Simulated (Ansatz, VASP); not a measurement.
Given: the input of a run of VASP 6.6.1 on BP.

POSCAR

```
BP
1.0
    0.0000000000      2.2226808807      2.2226808807
    2.2226808807      0.0000000000      2.2226808807
    2.2226808807      2.2226808807      0.0000000000
P B
1 1
Direct
    0.7500000000      0.7500000000      0.7500000000
    0.0000000000      0.0000000000      0.0000000000
```

INCAR.step1

```
PREC     = Accurate       # precision mode
ENCUT    = 520            # plane-wave cutoff, eV
EDIFF    = 1E-5           # SCF threshold, eV
ISMEAR   = -1             # smearing method
SIGMA    = 0.05           # smearing width, eV
LREAL    = False          # projectors in reciprocal space
LASPH    = True           # aspherical terms in the spheres
NELM     = 100            # most SCF steps
ALGO     = Normal         # electronic algorithm
ISIF     = 2              # what is computed and relaxed
LWAVE    = True           # write WAVECAR
LCHARG   = False          # write CHGCAR
NBANDS   = 11             # bands
GGA      = PE             # functional
```

INCAR.step2

```
PREC     = Accurate       # precision mode
ENCUT    = 520            # plane-wave cutoff, eV
EDIFF    = 1E-6           # SCF threshold, eV
ISMEAR   = -1             # smearing method
SIGMA    = 0.05           # smearing width, eV
LREAL    = False          # projectors in reciprocal space
LASPH    = True           # aspherical terms in the spheres
NELM     = 100            # most SCF steps
ALGO     = Normal         # electronic algorithm
ISIF     = 2              # what is computed and relaxed
LWAVE    = False          # write WAVECAR
LCHARG   = False          # write CHGCAR
GGA      = PS             # functional
LHFCALC  = True           # exact exchange
AEXX     = 0.25           # exact-exchange fraction
HFSCREEN = 0.207          # screening, 1/A
PRECFOCK = Normal       
NBANDS   = 11             # bands
ISTART   = 1
```

Contents of KPOINTS:

```
regular mesh
0
Gamma
  5 5 5
```

Potentials or basis: VASP PAW PBE potentials, release 64 (P, B).

Command:

```bash
$ cat potpaw_PBE.64/P/POTCAR potpaw_PBE.64/B/POTCAR > POTCAR
$ cp INCAR.step1 INCAR
$ mpirun -np 1 vasp_std > vasp.out
$ cp INCAR.step2 INCAR
$ mpirun -np 1 vasp_std > vasp.out
```

Problem. Translate it to Ansatz 0.2.0. Potentials there: Ansatz PAW.

Solution. As run (the cutoff follows the program's own potentials):

input.yaml

```yaml
crystal:
  lattice:
    - [0.0, 2.2226808807, 2.2226808807]
    - [2.2226808807, 0.0, 2.2226808807]
    - [2.2226808807, 2.2226808807, 0.0]
  atoms:
    - { symbol: P, position: [0.75, 0.75, 0.75] }
    - { symbol: B, position: [0.0, 0.0, 0.0] }
hamiltonian:
  xc:
    exchange: hjs_pbesol
    correlation: pbesol
    exx: { coeff: 0.25, omega: 0.207 }
  pseudopotentials: { kind: paw }
kpoints:
  mp_grid: { grid: [5, 5, 5] }
scf:
  occupations: { method: fermi_dirac, width: 0.05 }
output:
  forces: true
  stress: true
  eigenvalues: true
```

Potentials or basis: Ansatz PAW.

The run is started by

```bash
$ ansatz run input.yaml --threads 2 --pin off --max-ram 5632MiB --backend cpu --events-out ev --progress --plain --runs-dir out
```

Both were run:

|  | VASP | Ansatz | Ansatz less VASP |
| --- | --- | --- | --- |
| gap on the k mesh at the Fermi level (eV) | 1.84 | 1.84 | +0.004 |
| least direct gap on the mesh (eV) | 4.42 | 4.43 | +0.008 |
| pressure (GPa) | 7.9 | 8.3 | +0.37 |

VASP's potentials were made for PBE, not for PBEsol-based screened hybrid.

The k mesh is coarse, so the values compare programs but aren't converged. Noted on Ansatz's run: odd divisions of the mesh miss points on the zone boundary, where band edges often lie, so the gap on the mesh can be too wide.
